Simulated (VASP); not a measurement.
Crystal: CaGe4N.

```
Ca Ge N
1.0
     5.58175    0.00000    0.00000
    -2.79087    4.83394    0.00000
     0.00000    0.00000    4.39585
Ca Ge N
1 4 1
Direct
  0.00000 0.00000 0.00000
  0.66667 0.33333 0.00000
  0.99948 0.49974 0.50000
  0.50026 0.49974 0.50000
  0.50026 0.00052 0.50000
  0.33333 0.66667 0.00000
```

The cell was generated, and may not be a known phase.

```yaml
Program: VASP 6.6.1
Task: relaxation of cell and atoms
Functional: PBE
Potentials_or_basis: VASP PAW PBE potentials, release 64 (Ca_sv, Ge_d, N)
Cutoff: 600 eV
k_mesh: 6 × 6 × 4
Occupations: gaussian, width 0.1 eV
Spin: no spin polarisation
```

At the start: pressure -1.9 GPa; volume 19.77 Å³/atom.

Question: How do energy, volume and symmetry change on relaxing?

Answer: Over 9 steps the energy falls by 123.2 meV/atom and the volume is 19.15 Å³/atom (-3.1 %); space group P-6m2 (No. 187, to 0.1 Å) before and after.

The path:
```csv
step,energy change (eV),largest force (eV/Å),pressure (GPa),volume (Å³)
1,0.0000,1.6127,-1.85,118.61
2,-0.4417,0.9610,-0.70,114.68
3,-0.6290,0.1255,2.05,110.72
4,-0.7140,0.0656,0.04,114.31
5,-0.7251,0.0632,-1.35,117.44
6,-0.7274,0.0572,-0.97,116.50
7,-0.7388,0.0582,0.09,114.75
8,-0.7388,0.0582,0.10,114.73
9,-0.7393,0.0014,0.00,114.89
```

Final structure:
```
Ca Ge N
1.0
     5.82487    0.00000    0.00000
    -2.91243    5.04448    0.00000
     0.00000    0.00000    3.91018
Ca Ge N
1 4 1
Cartesian
  0.0000 0.0000 0.0000
  2.9124 1.6815 0.0000
  -1.3038 2.6102 1.9551
  1.3038 2.6102 1.9551
  0.0000 4.8685 1.9551
  0.0000 3.3630 0.0000
```
